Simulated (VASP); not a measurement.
# SrO (Fm-3m) in VASP: a series of runs

The runs below take SrO through single point, relaxation of cell and atoms, with LDA.

Everything below comes from runs of VASP 6.6.1. Logs are shortened: lines on timing, memory, paths and dates and some standing lists are left out, and cuts for length are marked.

## Step 1: The cell of the first run

The structure is cubic, space group Fm-3m (No. 225). Conventional cell: a = 5.064 Å, b = 5.064 Å, c = 5.064 Å, α = 90.00°, β = 90.00°, γ = 90.00°. Sr (site symmetry m-3m) has 6 O at 2.53 Å within 3.3 Å. Within 3.3 Å of O (site symmetry m-3m) lie 6 Sr at 2.53 Å.

## Step 2: Single point, LDA

INCAR

```
SYSTEM = SrO
PREC = Accurate ; ENCUT = 520
EDIFF = 1E-6 ; ISMEAR = 0
SIGMA = 0.01 ; LREAL = .FALSE.
LASPH = .TRUE. ; NELM = 100
ALGO = Normal ; ISIF = 2
LWAVE = .FALSE. ; LCHARG = .TRUE.
LELF = .TRUE. ; LVHAR = .TRUE.
NBANDS = 15
```

KPOINTS

```
regular mesh
0
G
  8 8 8
  0 0 0
```

POSCAR

```
SrO
1.0
    0.0000000000      2.5322088367      2.5322088367
    2.5322088367      0.0000000000      2.5322088367
    2.5322088367      2.5322088367      0.0000000000
Sr O
1 1
Direct
    0.0000000000      0.0000000000      0.0000000000
    0.5000000000      0.5000000000      0.5000000000
```

Potentials or basis: VASP PAW LDA potentials, release 64 (Sr_sv, O).

On the command line:

```console
> cat potpaw_LDA.64/Sr_sv/POTCAR potpaw_LDA.64/O/POTCAR > POTCAR
> mpirun -np 1 vasp_std > vasp.out
```

OUTCAR:

```text
SYSTEM = SrO
   PREC = Accurate
   ENCUT = 520
   EDIFF = 1E-6
   ISMEAR = 0
   LREAL = .FALSE.
   LASPH = .TRUE.
   NELM = 100
   ISIF = 2

 ion  position               nearest neighbor table
   1  0.000  0.000  0.000-   2 2.53   2 2.53   2 2.53   2 2.53   2 2.53   2 2.53
   2  0.500  0.500  0.500-   1 2.53   1 2.53   1 2.53   1 2.53   1 2.53   1 2.53

  LATTYP: Found a face centered cubic cell.
 ALAT       =     5.0644176734

  Lattice vectors:

 A1 = (   0.0000000000,   2.5322088367,   2.5322088367)
 A2 = (   2.5322088367,   0.0000000000,   2.5322088367)
 A3 = (   2.5322088367,   2.5322088367,   0.0000000000)

Analysis of symmetry for initial positions (statically):
=====================================================================
 Subroutine PRICEL returns:
 Original cell was already a primitive cell.

 Routine SETGRP: Setting up the symmetry group for a
 face centered cubic supercell.

 Subroutine GETGRP returns: Found 48 space group operations
 (whereof 48 operations were pure point group operations)
 out of a pool of 48 trial point group operations.

The static configuration has the point symmetry O_h .

Analysis of symmetry for dynamics (positions and initial velocities):
=====================================================================
 Subroutine PRICEL returns:
 Original cell was already a primitive cell.

 Routine SETGRP: Setting up the symmetry group for a
 face centered cubic supercell.

 Subroutine GETGRP returns: Found 48 space group operations
 (whereof 48 operations were pure point group operations)
 out of a pool of 48 trial point group operations.

The dynamic configuration has the point symmetry O_h .

 Subroutine INISYM returns: Found 48 space group operations
 (whereof 48 operations are pure point group operations),
 and found     1 'primitive' translations

----------------------------------------------------------------------------------------

                                     Primitive cell

  volume of cell :      32.4735

  direct lattice vectors                    reciprocal lattice vectors
     0.000000000  2.532208837  2.532208837    -0.197456068  0.197456068  0.197456068
     2.532208837  0.000000000  2.532208837     0.197456068 -0.197456068  0.197456068
     2.532208837  2.532208837  0.000000000     0.197456068  0.197456068 -0.197456068

  length of vectors
     3.581084080  3.581084080  3.581084080     0.342003942  0.342003942  0.342003942

  position of ions in fractional coordinates (direct lattice)
     0.000000000  0.000000000  0.000000000
     0.500000000  0.500000000  0.500000000

  ion indices of the primitive-cell ions
   primitive index   ion index
                 1           1
                 2           2

----------------------------------------------------------------------------------------

 KPOINTS: regular mesh

Automatic generation of k-mesh.
 Grid dimensions read from file:
 generate k-points for:    8    8    8

 Generating k-lattice:

  Cartesian coordinates                     Fractional coordinates (reciprocal lattice)
    -0.024682008  0.024682008  0.024682008     0.125000000  0.000000000  0.000000000
     0.024682008 -0.024682008  0.024682008     0.000000000  0.125000000  0.000000000
     0.024682008  0.024682008 -0.024682008     0.000000000  0.000000000  0.125000000

  Length of vectors
     0.042750493  0.042750493  0.042750493

  Shift w.r.t. Gamma in fractional coordinates (k-lattice)
     0.000000000  0.000000000  0.000000000

 Subroutine IBZKPT returns following result:
 ===========================================

 Found     29 irreducible k-points:

 Following reciprocal coordinates:
            Coordinates               Weight
  0.000000  0.000000  0.000000      1.000000
  0.125000  0.000000  0.000000      8.000000
  0.250000  0.000000  0.000000      8.000000
  0.375000  0.000000  0.000000      8.000000
  0.500000  0.000000  0.000000      4.000000
  0.125000  0.125000  0.000000      6.000000
[... 16 lines left out ...]
  0.500000  0.250000  0.125000     48.000000
 -0.375000  0.250000  0.125000     24.000000
 [... further k-points ...]
   k-points           NKPTS =     29   k-points in BZ     NKDIM =     29   number of bands    NBANDS=     15
   number of dos      NEDOS =    301   number of ions     NIONS =      2
   total plane-waves  NPLWV =  21952
   dimension x,y,z NGX =    28 NGY =   28 NGZ =   28
   dimension x,y,z NGXF=    56 NGYF=   56 NGZF=   56
   ions per type =               1   1
   NGX,Y,Z   is equivalent  to a cutoff of  13.00, 13.00, 13.00 a.u.
   NGXF,Y,Z  is equivalent  to a cutoff of  26.00, 26.00, 26.00 a.u.
 SYSTEM =  SrO
   PREC   = accura    normal or accurate (medium, high low for compatibility)
   ISTART =      0    job   : 0-new  1-cont  2-samecut
   ICHARG =      2    charge: 1-file 2-atom 10-const
   ISPIN  =      1    spin polarized calculation?
   LNONCOLLINEAR =      F non collinear calculations
   LSORBIT =      F    spin-orbit coupling
   LASPH  =      T    aspherical Exc in radial PAW
   ENCUT  =  520.0 eV  38.22 Ry    6.18 a.u.   6.66  6.66  6.66*2*pi/ulx,y,z
   NELM   =    100;   NELMIN=  2; NELMDL= -5     # of ELM steps
   EDIFF  = 0.1E-05   stopping-criterion for ELM
   LREAL  =      F    real-space projection
[... 7 lines left out ...]
   TEBEG  =    0.0;   TEEND  =   0.0 temperature during run
   PSTRESS=    0.0 pullay stress
   NELECT =      16.0000    total number of electrons
   NUPDOWN=      -1.0000    fix difference up-down
   EMIN   =  10.00;   EMAX   =-10.00  energy-range for DOS
   EFERMI =   0.00;   METHOD = LEGACY
   ISMEAR =     0;   SIGMA  =   0.01  broadening in eV -4-tet -1-fermi 0-gaus
   EFERMI_NEDOS =   21; number of points for ismear=-14 and -15
   IALGO  =     38    algorithm
   IMIX   =      4    mixing-type and parameters
     AMIX     =   0.40;   BMIX     =  1.00
     AMIX_MAG =   1.60;   BMIX_MAG =  1.00
  volume/ion in A,a.u.               =      16.24       109.57
  Fermi-wavevector in a.u.,A,eV,Ry     =   1.293020  2.443454 22.747597  1.671901
  Thomas-Fermi vector in A             =   2.424692
   LORBIT       =      0    0 simple, 1 ext, 2 COOP (PROOUT), +10 PAW based schemes
   GGA     = CA    functional components
   LHFCALC =     F    Hartree Fock is set to
   AEXX    =    0.0000 exact exchange contribution
   IVDW    =     0    specifies the selected vdW correction
   LEPSILON=     F    determine dielectric tensor
   LRPA    =     F    only Hartree local field effects (RPA)
 non-spin polarized calculation
 Gauss-broadening in eV      SIGMA  =   0.01
  energy-cutoff  :      520.00
  volume of cell :       32.47
 maximum number of plane-waves:       893
   NGX = 13   NGY = 13   NGZ = 13

 number of electron      15.9999995 magnetization

 Free energy of the ion-electron system (eV)
  ---------------------------------------------------
  ext. energy  EPLUGINS =         0.00000000
  ---------------------------------------------------
  free energy    TOTEN  =       -13.38672964 eV

  energy without entropy =      -13.38672964  energy(sigma->0) =      -13.38672964

 E-fermi :   1.6270     XC(G=0): -10.7433

 val. band max:        1.5714133228   @ k =   0.0000   0.0000   0.0000
 cond. band min:       4.6313913505   @ k =   0.5000   0.5000   0.0000
 fundamental gap:      3.0599780278
 Fermi energy:         1.6270252751

 k-point     1 :       0.0000    0.0000    0.0000
  band No.  band energies     occupation
      1     -30.3650      2.00000
      2     -13.2472      2.00000
      3     -12.0377      2.00000
      4     -12.0377      2.00000
      5     -12.0377      2.00000
      6       1.5714      2.00000
      7       1.5714      2.00000
      8       1.5714      2.00000
      9       5.7028      0.00000
     10       7.7689      0.00000
     11       7.7689      0.00000
     12       7.7689      0.00000
     13      10.1002      0.00000
     14      10.1002      0.00000
     15      14.2192      0.00000

 k-point     2 :       0.1250    0.0000    0.0000
  band No.  band energies     occupation
      1     -30.3396      2.00000
      2     -13.6595      2.00000
      3     -12.0518      2.00000
      4     -12.0518      2.00000
      5     -11.6843      2.00000
      6       1.0864      2.00000
      7       1.3516      2.00000
      8       1.3516      2.00000
      9       6.4284      0.00000
     10       7.6069      0.00000
     11       8.0962      0.00000
     12       8.0962      0.00000
     13      10.5464      0.00000
     14      10.5464      0.00000
     15      15.2920      0.00000

 k-point     3 :       0.2500    0.0000    0.0000
  band No.  band energies     occupation
      1     -30.2774      2.00000
      2     -14.3060      2.00000
      3     -12.0854      2.00000
      4     -12.0854      2.00000
      5     -11.1805      2.00000
      6       0.2001      2.00000
      7       0.8811      2.00000
      8       0.8811      2.00000
      9       7.5699      0.00000
     10       7.9949      0.00000
     11       8.9885      0.00000
     12       8.9885      0.00000
     13      11.6540      0.00000
     14      11.6540      0.00000
     15      17.4928      0.00000
[... 343 lines left out ...]
 k-point    23 :       0.5000    0.2500    0.1250
  band No.  band energies     occupation
      1     -30.1818      2.00000
      2     -14.5344      2.00000
      3     -12.4820      2.00000
      4     -12.2480      2.00000
      5     -11.1574      2.00000
      6      -0.0617      2.00000
      7       0.5581      2.00000
      8       1.0421      2.00000
      9       7.0955      0.00000
     10       8.9085      0.00000
     11      10.7620      0.00000
     12      10.8539      0.00000
     13      13.0345      0.00000
     14      14.0109      0.00000
     15      16.2029      0.00000

 k-point    24 :      -0.3750    0.2500    0.1250
  band No.  band energies     occupation
      1     -30.1608      2.00000
      2     -14.6128      2.00000
      3     -12.5094      2.00000
      4     -12.3149      2.00000
      5     -11.1261      2.00000
      6      -0.1079      2.00000
      7       0.6504      2.00000
      8       0.7536      2.00000
      9       7.9854      0.00000
     10       8.3532      0.00000
     11      11.2274      0.00000
     12      11.3191      0.00000
     13      13.6104      0.00000
     14      14.9105      0.00000
     15      15.2708      0.00000

 [... further k-points ...]

------------------------ aborting loop because EDIFF is reached ----------------------------------------

  FORCE on cell =-STRESS in cart. coord.  units (eV):
  Direction    XX          YY          ZZ          XY          YZ          ZX
  --------------------------------------------------------------------------------------
  -------------------------------------------------------------------------------------
  Total        0.1694126      0.1694126      0.1694126      0.0000000      0.0000000      0.0000000
  in kB        8.3584902      8.3584902      8.3584902      0.0000000      0.0000000      0.0000000
  external PRESSURE =       8.3584902 kB  Pullay stress =       0.0000000 kB

 VOLUME and BASIS-vectors are now :
 -----------------------------------------------------------------------------
  energy-cutoff  :      520.00
  volume of cell :       32.47
      direct lattice vectors                 reciprocal lattice vectors
     0.000000000  2.532208837  2.532208837    -0.197456068  0.197456068  0.197456068
     2.532208837  0.000000000  2.532208837     0.197456068 -0.197456068  0.197456068
     2.532208837  2.532208837  0.000000000     0.197456068  0.197456068 -0.197456068

 POSITION                                       TOTAL-FORCE (eV/Angst)
 -----------------------------------------------------------------------------------
      0.00000      0.00000      0.00000         0.000000      0.000000     -0.000000
      2.53221      2.53221      2.53221         0.000000     -0.000000      0.000000
 -----------------------------------------------------------------------------------
    total drift:                                0.000000      0.000000      0.000000

  FREE ENERGIE OF THE ION-ELECTRON SYSTEM (eV)
  ---------------------------------------------------
  free  energy   TOTEN  =       -13.3867296442 eV

  energy  without entropy=      -13.3867296442  energy(sigma->0) =      -13.38672964
```

It took 28 s on 1 thread of Intel Xeon 8259CL, shared host; peak memory 0.15 GiB.

What came out:

| Quantity | Value |
| --- | --- |
| Free energy | -13.3867 eV |
| Pressure | 0.8 GPa |
| Band gap on the k mesh | 3.06 eV (least direct gap 3.11 eV) |

Levels at points of the mesh, in eV from the valence-band top:
| k point | band 5 | band 6 | band 7 | band 8 | band 9 | band 10 | band 11 | band 12 |
| --- | --- | --- | --- | --- | --- | --- | --- | --- |
| (0.00, 0.00, 0.00) | -13.61 | 0.00 | 0.00 | 0.00 | 4.13 | 6.20 | 6.20 | 6.20 |
| (0.50, 0.00, 0.00) | -12.29 | -2.33 | -1.25 | -1.25 | 6.64 | 8.63 | 9.07 | 9.07 |
| (0.50, 0.50, 0.00) | -14.05 | -0.34 | -0.05 | -0.05 | 3.06 | 8.11 | 10.49 | 10.58 |

## Step 3: Relaxation of cell and atoms, LDA

This run uses another cell than the first one, of 17.19 Å³/atom.

INCAR

```
SYSTEM = SrO
PREC = Accurate
ENCUT = 600
EDIFF = 1E-7
ISMEAR = 0
SIGMA = 0.02
LREAL = .FALSE.
LASPH = .TRUE.
NELM = 60
ALGO = Normal
ISIF = 3
LWAVE = .FALSE.
LCHARG = .FALSE.
IBRION = 2
NSW = 100
EDIFFG = -0.002
```

KPOINTS

```
regular mesh
0
G
  6 6 6
  0 0 0
```

POSCAR

```
SrO
1.0
    0.0000000000      2.5806600000      2.5806600000
    2.5806600000      0.0000000000      2.5806600000
    2.5806600000      2.5806600000      0.0000000000
Sr O
1 1
Direct
    0.0000000000      0.0000000000      0.0000000000
    0.5000000000      0.5000000000      0.5000000000
```

Potentials or basis: VASP PAW LDA potentials, release 64 (Sr_sv, O).

On the command line:

```console
> cat potpaw_LDA.64/Sr_sv/POTCAR potpaw_LDA.64/O/POTCAR > POTCAR
> mpirun -np 1 vasp_std > vasp.out
```

OUTCAR:

```text
SYSTEM = SrO
   PREC = Accurate
   ENCUT = 600
   EDIFF = 1E-7
   ISMEAR = 0
   LREAL = .FALSE.
   LASPH = .TRUE.
   NELM = 60
   ISIF = 3
   IBRION = 2
   NSW = 100
   EDIFFG = -0.002

 ion  position               nearest neighbor table
   1  0.000  0.000  0.000-   2 2.58   2 2.58   2 2.58   2 2.58   2 2.58   2 2.58
   2  0.500  0.500  0.500-   1 2.58   1 2.58   1 2.58   1 2.58   1 2.58   1 2.58

  LATTYP: Found a face centered cubic cell.
 ALAT       =     5.1613200000

  Lattice vectors:

 A1 = (   0.0000000000,   2.5806600000,   2.5806600000)
 A2 = (   2.5806600000,   0.0000000000,   2.5806600000)
 A3 = (   2.5806600000,   2.5806600000,   0.0000000000)

Analysis of symmetry for initial positions (statically):
[... 174 lines left out ...]
  Total       -1.0013599     -1.0013599     -1.0013599      0.0000000      0.0000000     -0.0000000
  in kB      -46.6743647    -46.6743647    -46.6743647      0.0000000      0.0000000     -0.0000000
  external PRESSURE =     -46.6743647 kB  Pullay stress =       0.0000000 kB
[... 59 lines left out ...]
--------------------------------------- Ionic step        3  -------------------------------------------

 number of electron      15.9999998 magnetization

 Free energy of the ion-electron system (eV)
  ---------------------------------------------------
  ext. energy  EPLUGINS =         0.00000000
  ---------------------------------------------------
  free energy    TOTEN  =       -13.39166591 eV

  energy without entropy =      -13.39166591  energy(sigma->0) =      -13.39166591

 E-fermi :   1.7279     XC(G=0): -10.7118

 val. band max:        1.5364985621   @ k =   0.0000   0.0000   0.0000
 cond. band min:       4.6039744115   @ k =   0.5000   0.5000   0.0000
 fundamental gap:      3.0674758494
 Fermi energy:         1.7278809896

 k-point     1 :       0.0000    0.0000    0.0000
  band No.  band energies     occupation
      1     -30.4199      2.00000
      2     -13.2728      2.00000
      3     -12.1008      2.00000
      4     -12.1008      2.00000
      5     -12.1008      2.00000
      6       1.5365      2.00000
      7       1.5365      2.00000
      8       1.5365      2.00000
      9       5.6204      0.00000
     10       7.7220      0.00000
     11       7.7220      0.00000
     12       7.7220      0.00000
[... 252 lines left out ...]
  FREE ENERGIE OF THE ION-ELECTRON SYSTEM (eV)
  ---------------------------------------------------
  free  energy   TOTEN  =       -13.3916659108 eV

  energy  without entropy=      -13.3916659108  energy(sigma->0) =      -13.39166591

 reached required accuracy - stopping structural energy minimisation
```

It took 57 s on 1 thread of Intel Xeon 8259CL, shared host; peak memory 0.16 GiB.

What came out:

```yaml
Free_energy: -13.3917 eV
Relaxed_volume: 16.34 Å³/atom
Relaxed_cell: a = 3.589 Å, b = 3.589 Å, c = 3.589 Å, α = 60.00°, β = 60.00°, γ = 60.00°
Space_group_after_relaxing_to_0.1_Å: Fm-3m (No. 225)
Energy_gained_by_relaxing: 12.9 meV/atom
Ionic_steps: 3
Pressure_after_relaxing: 0.0 GPa
Band_gap_on_the_k_mesh: 3.07 eV (least direct gap 3.12 eV)
```

Step by step:
```csv
step,energy change (eV),largest force (eV/Å),pressure (GPa),volume (Å³)
1,0.0000,0.0000,-4.67,34.37
2,-0.0200,0.0000,2.53,31.94
3,-0.0258,0.0000,0.00,32.69
```

Final structure:
```yaml
crystal:
  lattice:
    - [0.00000, 2.53774, 2.53774]
    - [2.53774, 0.00000, 2.53774]
    - [2.53774, 2.53774, 0.00000]
  atoms:
    - { symbol: Sr, position: [0.00000, 0.00000, 0.00000] }
    - { symbol: O, position: [0.50000, 0.50000, 0.50000] }
```

## Step 4: Relaxation of cell and atoms, LDA

INCAR

```
PREC = Accurate ; ENCUT = 600
EDIFF = 1E-6 ; ISMEAR = 0
SIGMA = 0.01 ; LREAL = False
LASPH = True ; NELM = 60
ALGO = Normal ; ISIF = 3
LWAVE = False ; LCHARG = False
IBRION = 2 ; NSW = 80
EDIFFG = -0.001
```

KPOINTS

```
regular mesh
0
Gamma
  8 8 8
```

POSCAR

```
SrO
1.0
    0.0000000000      2.5323557040      2.5323557040
    2.5323557040      0.0000000000      2.5323557040
    2.5323557040      2.5323557040      0.0000000000
Sr O
1 1
Direct
    0.0000000000      0.0000000000      0.0000000000
    0.5000000000      0.5000000000      0.5000000000
```

On the command line:

```console
> cat potpaw_LDA.64/Sr_sv/POTCAR potpaw_LDA.64/O/POTCAR > POTCAR
> mpirun -np 1 vasp_std > vasp.out
```

Wall time 75 s (1 thread of Intel Xeon 8259CL, shared host); peak memory 0.16 GiB.

Results (log left out):

```
Free energy                           : -13.3893 eV
Relaxed volume                        : 16.35 Å³/atom
Relaxed cell                          : a = 3.589 Å, b = 3.589 Å, c = 3.589 Å, α = 60.00°, β = 60.00°, γ = 60.00°
Space group after relaxing (to 0.1 Å) : Fm-3m (No. 225)
Energy gained by relaxing             : 0.2 meV/atom
Ionic steps                           : 3
Pressure after relaxing               : 0.0 GPa
Band gap on the k mesh                : 3.07 eV (least direct gap 3.12 eV)
```

Step by step:
```tsv
step	energy change (eV)	largest force (eV/Å)	pressure (GPa)	volume (Å³)
1	0.0000	0.0000	0.73	32.48
2	-0.0003	0.0000	-0.40	32.83
3	-0.0005	0.0000	0.00	32.69
```

Final structure:
```
Sr O
1.0
     0.00000    2.53795    2.53795
     2.53795    0.00000    2.53795
     2.53795    2.53795    0.00000
Sr O
1 1
Direct
  0.00000 0.00000 0.00000
  0.50000 0.50000 0.50000
```

Levels at points of the mesh, in eV from the valence-band top:
| k point | band 5 | band 6 | band 7 | band 8 | band 9 | band 10 | band 11 | band 12 |
| --- | --- | --- | --- | --- | --- | --- | --- | --- |
| (0.00, 0.00, 0.00) | -13.64 | 0.00 | 0.00 | 0.00 | 4.08 | 6.18 | 6.18 | 6.18 |
| (0.50, 0.00, 0.00) | -12.33 | -2.32 | -1.24 | -1.24 | 6.61 | 8.58 | 9.03 | 9.03 |
| (0.50, 0.50, 0.00) | -14.07 | -0.35 | -0.05 | -0.05 | 3.07 | 8.06 | 10.44 | 10.52 |

A k mesh can miss the band edges.

## Step 5: Overview

```csv
task,cell,k mesh,cutoff (eV),smearing,gap on the mesh (eV),pressure (GPa),relaxed volume (Å³/atom)
single point,"a = 3.581 Å, angles 60.0°, 2 atoms",8 × 8 × 8,520,gaussian 0.01 eV,3.06,0.8,-
relaxation of cell and atoms,"relaxed from a = 3.650 Å, angles 60.0°, 2 atoms",6 × 6 × 6,600,gaussian 0.02 eV,3.07,0.0,16.34
relaxation of cell and atoms,"relaxed from a = 3.581 Å, angles 60.0°, 2 atoms",8 × 8 × 8,600,gaussian 0.01 eV,3.07,0.0,16.35
```

Alike in all rows: level LDA; potentials or basis VASP PAW LDA potentials, release 64 (Sr_sv, O); no spin polarisation.

Absolute energies hang on the potentials; compare differences alone.
